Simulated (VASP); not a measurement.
# Sn (Fm-3m) in VASP: further runs

Runs on Sn. Level: PBE. Tasks: single point.

All numbers are computed with VASP 6.6.1; they aren't measurements. Logs are shortened: lines on timing, memory, paths and dates and some standing lists are left out, and cuts for length are marked.

**1. The cell of the first run**

The structure is cubic, space group Fm-3m (No. 225). Conventional cell: a = 4.784 Å, b = 4.784 Å, c = 4.784 Å, α = 90.00°, β = 90.00°, γ = 90.00°. Within 4.4 Å of Sn (site symmetry m-3m) lie 12 Sn at 3.38 Å.

**2. Single point, PBE**

Contents of INCAR:

```
PREC = Accurate
ENCUT = 500
EDIFF = 1E-6
ISMEAR = 0
SIGMA = 0.05
LREAL = False
LASPH = True
NELM = 120
ALGO = Normal
ISIF = 2
LWAVE = False
LCHARG = False
GGA = PE
NBANDS = 13
GGA_COMPAT = False
```

Contents of KPOINTS:

```
Automatic mesh
0
Gamma
  16 16 16
```

Contents of POSCAR:

```
Sn
1.0
    0.0000000000      2.3920061761      2.3920061761
    2.3920061761      0.0000000000      2.3920061761
    2.3920061761      2.3920061761      0.0000000000
Sn
1
Direct
    0.0000000000      0.0000000000      0.0000000000
```

Potentials or basis: VASP PAW PBE potentials, release 64 (Sn_d).

Run with:

```sh
$ cat potpaw_PBE.64/Sn_d/POTCAR > POTCAR
$ mpirun -np 1 vasp_std > vasp.out
```

OUTCAR:

```text
PREC = Accurate
   ENCUT = 500
   EDIFF = 1E-6
   ISMEAR = 0
   LREAL = False
   LASPH = True
   NELM = 120
   ISIF = 2
   GGA = PE

 ion  position               nearest neighbor table
   1  0.000  0.000  0.000-

  LATTYP: Found a face centered cubic cell.
 ALAT       =     4.7840123522

  Lattice vectors:

 A1 = (   0.0000000000,   2.3920061761,   2.3920061761)
 A2 = (   2.3920061761,   0.0000000000,   2.3920061761)
 A3 = (   2.3920061761,   2.3920061761,   0.0000000000)

Analysis of symmetry for initial positions (statically):
=====================================================================
 Subroutine PRICEL returns:
 Original cell was already a primitive cell.

 Routine SETGRP: Setting up the symmetry group for a
 face centered cubic supercell.

 Subroutine GETGRP returns: Found 48 space group operations
 (whereof 48 operations were pure point group operations)
 out of a pool of 48 trial point group operations.

The static configuration has the point symmetry O_h .

Analysis of symmetry for dynamics (positions and initial velocities):
=====================================================================
 Subroutine PRICEL returns:
 Original cell was already a primitive cell.

 Routine SETGRP: Setting up the symmetry group for a
 face centered cubic supercell.

 Subroutine GETGRP returns: Found 48 space group operations
 (whereof 48 operations were pure point group operations)
 out of a pool of 48 trial point group operations.

The dynamic configuration has the point symmetry O_h .

 Subroutine INISYM returns: Found 48 space group operations
 (whereof 48 operations are pure point group operations),
 and found     1 'primitive' translations

----------------------------------------------------------------------------------------

                                     Primitive cell

  volume of cell :      27.3727

  direct lattice vectors                    reciprocal lattice vectors
     0.000000000  2.392006176  2.392006176    -0.209029561  0.209029561  0.209029561
     2.392006176  0.000000000  2.392006176     0.209029561 -0.209029561  0.209029561
     2.392006176  2.392006176  0.000000000     0.209029561  0.209029561 -0.209029561

  length of vectors
     3.382807576  3.382807576  3.382807576     0.362049819  0.362049819  0.362049819

  position of ions in fractional coordinates (direct lattice)
     0.000000000  0.000000000  0.000000000

  ion indices of the primitive-cell ions
   primitive index   ion index
                 1           1

----------------------------------------------------------------------------------------

 KPOINTS: Automatic mesh

Automatic generation of k-mesh.
 Grid dimensions read from file:
 generate k-points for:   16   16   16

 Generating k-lattice:

  Cartesian coordinates                     Fractional coordinates (reciprocal lattice)
    -0.013064348  0.013064348  0.013064348     0.062500000  0.000000000  0.000000000
     0.013064348 -0.013064348  0.013064348     0.000000000  0.062500000  0.000000000
     0.013064348  0.013064348 -0.013064348     0.000000000  0.000000000  0.062500000

  Length of vectors
     0.022628114  0.022628114  0.022628114

  Shift w.r.t. Gamma in fractional coordinates (k-lattice)
     0.000000000  0.000000000  0.000000000

 Subroutine IBZKPT returns following result:
 ===========================================

 Found    145 irreducible k-points:

 Following reciprocal coordinates:
            Coordinates               Weight
  0.000000  0.000000  0.000000      1.000000
  0.062500  0.000000  0.000000      8.000000
  0.125000  0.000000  0.000000      8.000000
  0.187500  0.000000  0.000000      8.000000
  0.250000  0.000000  0.000000      8.000000
  0.312500  0.000000  0.000000      8.000000
[... 16 lines left out ...]
 -0.125000  0.062500  0.000000     24.000000
 -0.062500  0.062500  0.000000     12.000000
 [... further k-points ...]
   k-points           NKPTS =    145   k-points in BZ     NKDIM =    145   number of bands    NBANDS=     13
   number of dos      NEDOS =    301   number of ions     NIONS =      1
   total plane-waves  NPLWV =  21952
   dimension x,y,z NGX =    28 NGY =   28 NGZ =   28
   dimension x,y,z NGXF=    56 NGYF=   56 NGZF=   56
   ions per type =               1
   NGX,Y,Z   is equivalent  to a cutoff of  13.76, 13.76, 13.76 a.u.
   NGXF,Y,Z  is equivalent  to a cutoff of  27.52, 27.52, 27.52 a.u.
 SYSTEM =  unknown system
   PREC   = accura    normal or accurate (medium, high low for compatibility)
   ISTART =      0    job   : 0-new  1-cont  2-samecut
   ICHARG =      2    charge: 1-file 2-atom 10-const
   ISPIN  =      1    spin polarized calculation?
   LNONCOLLINEAR =      F non collinear calculations
   LSORBIT =      F    spin-orbit coupling
   LASPH  =      T    aspherical Exc in radial PAW
   ENCUT  =  500.0 eV  36.75 Ry    6.06 a.u.   6.17  6.17  6.17*2*pi/ulx,y,z
   NELM   =    120;   NELMIN=  2; NELMDL= -5     # of ELM steps
   EDIFF  = 0.1E-05   stopping-criterion for ELM
   LREAL  =      F    real-space projection
   EDIFFG = 0.1E-04   stopping-criterion for IOM
   NSW    =      0    number of steps for IOM
   IBRION =     -1    ionic relax: 0-MD 1-quasi-New 2-CG
   NFREE  =      0    steps in history (QN), initial steepest desc. (CG)
   ISIF   =      2    stress and relaxation
   ISYM   =      2    0-nonsym 1-usesym 2-fastsym
   POTIM  = 0.5000    time-step for ionic-motion
   TEBEG  =    0.0;   TEEND  =   0.0 temperature during run
   PSTRESS=    0.0 pullay stress
   NELECT =      14.0000    total number of electrons
   NUPDOWN=      -1.0000    fix difference up-down
   EMIN   =  10.00;   EMAX   =-10.00  energy-range for DOS
   EFERMI =   0.00;   METHOD = LEGACY
   ISMEAR =     0;   SIGMA  =   0.05  broadening in eV -4-tet -1-fermi 0-gaus
   EFERMI_NEDOS =   21; number of points for ismear=-14 and -15
   IALGO  =     38    algorithm
   IMIX   =      4    mixing-type and parameters
     AMIX     =   0.40;   BMIX     =  1.00
     AMIX_MAG =   1.60;   BMIX_MAG =  1.00
  volume/ion in A,a.u.               =      27.37       184.72
  Fermi-wavevector in a.u.,A,eV,Ry     =   1.309218  2.474063 23.321081  1.714051
  Thomas-Fermi vector in A             =   2.439832
   LORBIT       =      0    0 simple, 1 ext, 2 COOP (PROOUT), +10 PAW based schemes
   GGA     = PE    functional components
   LHFCALC =     F    Hartree Fock is set to
   AEXX    =    0.0000 exact exchange contribution
   IVDW    =     0    specifies the selected vdW correction
   LEPSILON=     F    determine dielectric tensor
   LRPA    =     F    only Hartree local field effects (RPA)
 non-spin polarized calculation
 Gauss-broadening in eV      SIGMA  =   0.05
  energy-cutoff  :      500.00
  volume of cell :       27.37
 maximum number of plane-waves:       725
 NGX is ok and might be reduce to    28
   NGX = 13   NGY = 13   NGZ = 13

 number of electron      14.0000004 magnetization

 Free energy of the ion-electron system (eV)
  ---------------------------------------------------
  ext. energy  EPLUGINS =         0.00000000
  ---------------------------------------------------
  free energy    TOTEN  =        -3.78268446 eV

  energy without entropy =       -3.78155562  energy(sigma->0) =       -3.78212004

 E-fermi :   8.1044     XC(G=0): -10.3304

 val. band max:        8.0849704595   @ k =  -0.3750   0.2500   0.0000
 cond. band min:       8.1126429862   @ k =  -0.3125   0.5000   0.1875
 fundamental gap:      0.0276725267
 Fermi energy:         8.1043623409

 k-point     1 :       0.0000    0.0000    0.0000
  band No.  band energies     occupation
      1     -13.5051      2.00000
      2     -13.5051      2.00000
      3     -13.5051      2.00000
      4     -13.4299      2.00000
      5     -13.4299      2.00000
      6      -3.0295      2.00000
      7      15.7019      0.00000
      8      15.7019      0.00000
      9      15.7019      0.00000
     10      18.6546      0.00000
     11      19.8478      0.00000
     12      19.8478      0.00000
     13      19.8478      0.00000

 k-point     2 :       0.0625    0.0000    0.0000
  band No.  band energies     occupation
      1     -13.5048      2.00000
      2     -13.5018      2.00000
      3     -13.5018      2.00000
      4     -13.4300      2.00000
      5     -13.4300      2.00000
      6      -2.9495      2.00000
      7      14.8004      0.00000
      8      15.5726      0.00000
      9      15.5726      0.00000
     10      18.2014      0.00000
     11      20.0711      0.00000
     12      20.0711      0.00000
     13      20.9582      0.00000

 k-point     3 :       0.1250    0.0000    0.0000
  band No.  band energies     occupation
      1     -13.5041      2.00000
      2     -13.4940      2.00000
      3     -13.4940      2.00000
      4     -13.4291      2.00000
      5     -13.4291      2.00000
      6      -2.7094      2.00000
      7      12.9618      0.00000
      8      15.2578      0.00000
      9      15.2578      0.00000
     10      17.8953      0.00000
     11      20.6137      0.00000
     12      20.6137      0.00000
     13      21.8107      0.00000

 k-point     4 :       0.1875    0.0000    0.0000
  band No.  band energies     occupation
      1     -13.5034      2.00000
      2     -13.4868      2.00000
      3     -13.4868      2.00000
      4     -13.4231      2.00000
      5     -13.4231      2.00000
      6      -2.3090      2.00000
      7      10.9670      0.00000
      8      14.8802      0.00000
      9      14.8802      0.00000
     10      17.7118      0.00000
     11      20.7891      0.00000
     12      20.7891      0.00000
     13      21.2687      0.00000

 k-point     5 :       0.2500    0.0000    0.0000
  band No.  band energies     occupation
      1     -13.5030      2.00000
      2     -13.4853      2.00000
      3     -13.4853      2.00000
      4     -13.4088      2.00000
      5     -13.4088      2.00000
      6      -1.7494      2.00000
      7       9.0274      0.00000
      8      14.5196      0.00000
      9      14.5196      0.00000
     10      17.6080      0.00000
     11      20.1616      0.00000
     12      20.1616      0.00000
     13      20.4470      0.00000

 k-point     6 :       0.3125    0.0000    0.0000
  band No.  band energies     occupation
      1     -13.5030      2.00000
      2     -13.4887      2.00000
      3     -13.4887      2.00000
      4     -13.3897      2.00000
      5     -13.3897      2.00000
      6      -1.0358      2.00000
      7       7.2111      2.00000
      8      14.2163      0.00000
      9      14.2163      0.00000
     10      17.5889      0.00000
     11      19.5322      0.00000
     12      19.5322      0.00000
     13      19.6930      0.00000

 k-point     7 :       0.3750    0.0000    0.0000
  band No.  band energies     occupation
      1     -13.5033      2.00000
      2     -13.4933      2.00000
      3     -13.4933      2.00000
      4     -13.3715      2.00000
      5     -13.3715      2.00000
      6      -0.1867      2.00000
      7       5.5620      2.00000
      8      13.9901      0.00000
      9      13.9901      0.00000
     10      17.6619      0.00000
     11      19.0530      0.00000
     12      19.0575      0.00000
     13      19.0575      0.00000
[... 193 lines left out ...]
 k-point    20 :      -0.3125    0.0625    0.0000
  band No.  band energies     occupation
      1     -13.5015      2.00000
      2     -13.4892      2.00000
      3     -13.4863      2.00000
      4     -13.3933      2.00000
      5     -13.3764      2.00000
      6      -0.6961      2.00000
      7       6.7059      2.00000
      8      12.9716      0.00000
      9      14.4789      0.00000
     10      17.8672      0.00000
     11      18.6984      0.00000
     12      19.1296      0.00000
     13      21.2087      0.00000

 k-point    21 :      -0.2500    0.0625    0.0000
  band No.  band energies     occupation
      1     -13.5028      2.00000
      2     -13.4843      2.00000
      3     -13.4822      2.00000
      4     -13.4143      2.00000
      5     -13.3931      2.00000
      6      -1.4573      2.00000
      7       8.4657      0.00000
      8      13.1544      0.00000
      9      14.9217      0.00000
     10      18.0185      0.00000
     11      19.2177      0.00000
     12      19.5304      0.00000
     13      21.8288      0.00000

 k-point    22 :      -0.1875    0.0625    0.0000
  band No.  band energies     occupation
      1     -13.5042      2.00000
      2     -13.4824      2.00000
      3     -13.4822      2.00000
      4     -13.4299      2.00000
      5     -13.4094      2.00000
      6      -2.0689      2.00000
      7      10.3592      0.00000
      8      13.4592      0.00000
      9      15.3483      0.00000
     10      18.0889      0.00000
     11      20.0009      0.00000
     12      20.0805      0.00000
     13      21.5417      0.00000

 k-point    23 :      -0.1250    0.0625    0.0000
  band No.  band energies     occupation
      1     -13.5055      2.00000
      2     -13.4894      2.00000
      3     -13.4861      2.00000
      4     -13.4350      2.00000
      5     -13.4209      2.00000
      6      -2.5225      2.00000
      7      12.3217      0.00000
      8      13.8831      0.00000
      9      15.6731      0.00000
     10      18.1102      0.00000
     11      20.2744      0.00000
     12      20.9246      0.00000
     13      21.1237      0.00000

 k-point    24 :      -0.0625    0.0625    0.0000
  band No.  band energies     occupation
      1     -13.5058      2.00000
      2     -13.4980      2.00000
      3     -13.4943      2.00000
      4     -13.4332      2.00000
      5     -13.4267      2.00000
      6      -2.8161      2.00000
      7      14.0729      0.00000
      8      14.5314      0.00000
      9      15.7731      0.00000
     10      18.0813      0.00000
     11      19.9892      0.00000
     12      20.6309      0.00000
     13      21.8484      0.00000

 [... further k-points ...]
[... 5 lines left out ...]
  --------------------------------------------------------------------------------------
  -------------------------------------------------------------------------------------
  Total        0.1888502      0.1888502      0.1888502      0.0000000      0.0000000      0.0000000
  in kB       11.0537897     11.0537897     11.0537897      0.0000000      0.0000000      0.0000000
  external PRESSURE =      11.0537897 kB  Pullay stress =       0.0000000 kB

 VOLUME and BASIS-vectors are now :
 -----------------------------------------------------------------------------
  energy-cutoff  :      500.00
  volume of cell :       27.37
      direct lattice vectors                 reciprocal lattice vectors
     0.000000000  2.392006176  2.392006176    -0.209029561  0.209029561  0.209029561
     2.392006176  0.000000000  2.392006176     0.209029561 -0.209029561  0.209029561
     2.392006176  2.392006176  0.000000000     0.209029561  0.209029561 -0.209029561

 POSITION                                       TOTAL-FORCE (eV/Angst)
 -----------------------------------------------------------------------------------
      0.00000      0.00000      0.00000         0.000000     -0.000000     -0.000000
 -----------------------------------------------------------------------------------
    total drift:                               -0.000000     -0.000000     -0.000000

  FREE ENERGIE OF THE ION-ELECTRON SYSTEM (eV)
  ---------------------------------------------------
  free  energy   TOTEN  =        -3.7826844592 eV

  energy  without entropy=       -3.7815556200  energy(sigma->0) =       -3.78212004
```

Run time: 25 s. Hardware: 1 thread of AMD EPYC 9R45 (Zen 5), shared host; peak memory 0.15 GiB.

What came out:

- Free energy: -3.7827 eV
- Pressure: 1.1 GPa
- Band gap on the k mesh: zero (band 7 reaches 15.70 eV, above the bottom of band 8 at 6.11 eV)

Caveat: spin-orbit coupling is left out, which moves the levels of the heavy elements.

**3. Single point, PBE**

This run uses another cell than the first one, of 27.98 Å³/atom, 1.022 times its volume.

Contents of INCAR:

```
  ALGO = Normal
  EDIFF = 1E-6
  ENCUT = 500
  GGA = PE
  GGA_COMPAT = F
  ISIF = 2
  ISMEAR = 0
  LASPH = T
  LCHARG = T
  LELF = T
  LREAL = F
  LVHAR = T
  LWAVE = F
  NBANDS = 13
  NELM = 120
  PREC = Accurate
  SIGMA = 0.05
```

Contents of KPOINTS:

```
k-points
0
Gamma
  16 16 16
```

Contents of POSCAR:

```
Sn
1.0
    0.0000000000      2.4095795385      2.4095795385
    2.4095795385      0.0000000000      2.4095795385
    2.4095795385      2.4095795385      0.0000000000
Sn
1
Direct
    0.0000000000      0.0000000000      0.0000000000
```

Potentials or basis: VASP PAW PBE potentials, release 64 (Sn_d).

Run with:

```sh
$ cat potpaw_PBE.64/Sn_d/POTCAR > POTCAR
$ mpirun -np 1 vasp_std > vasp.out
```

Wall time 27 s (1 thread of AMD EPYC 9R45 (Zen 5), shared host); peak memory 0.15 GiB.

Results (log left out):

* Free energy: -3.7848 eV
* Pressure: 0.0 GPa
* Band gap on the k mesh: zero (band 7 reaches 15.26 eV, above the bottom of band 8 at 5.89 eV)

Levels at points of the mesh, in eV from the Fermi level:
```
           k point  band 3  band 4  band 5  band 6  band 7  band 8  band 9  band 10  band 11  band 12
(0.00, 0.00, 0.00)  -21.60  -21.53  -21.53  -10.98    7.41    7.41    7.41    10.52    11.61    11.61
(0.50, 0.00, 0.00)  -21.60  -21.46  -21.46   -6.80   -4.54    5.57    5.57     9.90     9.92    10.45
(0.50, 0.50, 0.00)  -21.47  -21.45  -21.45   -4.97   -3.56    1.97    1.97     5.26     5.67    19.82
```

Caveat: spin-orbit coupling is left out, which moves the levels of the heavy elements.
